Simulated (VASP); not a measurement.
InSb: single point with r2SCAN

The system is InSb.

```
In Sb
1.0
     0.00000    3.49823    2.97997
     3.49823    0.00000    2.97997
     3.49823    3.49823    0.00000
In Sb
1 1
Direct
  0.00000 0.00000 0.00000
  0.75000 0.75000 0.75000
```

This cell differs from its parent crystal: strain +0.080 along x and y, -0.080 along z.

```yaml
Program: VASP 6.6.1
Task: single point
Functional: r2SCAN
Potentials_or_basis: VASP PAW PBE potentials, release 64 (In_d, Sb)
Cutoff: 520 eV
k_mesh: 10 × 10 × 10
Occupations: gaussian, width 0.03 eV
Spin: no spin polarisation
Dipole_correction: no
Further_INCAR_settings: ALGO = Normal; EDIFF = 1e-06; NBANDS = 16
```

```json
{"Pressure": "-1.7 GPa", "Band gap on the k mesh": "0.31 eV (least direct gap 0.61 eV)"}
```

Stress tensor (GPa, compression positive):
```
-2.86  0.00  0.00
 0.00 -2.86  0.00
 0.00  0.00  0.71
```

Levels at points of the mesh, in eV from the valence-band top:
```
           k point  band 6  band 7  band 8  band 9  band 10  band 11  band 12  band 13
(0.00, 0.00, 0.00)  -10.71   -0.40   -0.30   -0.30     0.31     3.02     3.40     3.40
(0.50, 0.00, 0.00)   -9.44   -5.49   -1.43   -0.59     0.41     3.67     4.57     6.65
(0.50, 0.50, 0.00)   -8.64   -5.35   -2.66   -2.66     0.76     1.20     8.24     8.24
(0.50, 0.00, 0.50)   -9.03   -6.02   -1.90   -1.80     1.91     1.92     7.27     7.60
```

It took 10 min on 1 thread of Intel Xeon 8259CL, on a shared host, peak memory 0.32 GiB.

Caveat: the cell differs from its parent crystal (strain +0.080 along x and y, -0.080 along z); semilocal functionals underestimate gaps, and a narrow one can read as zero; the PAW data sets were made with another functional, which shifts forces and pressure a little; spin-orbit coupling is left out, which moves the levels of the heavy elements. A k mesh can miss the band edges.
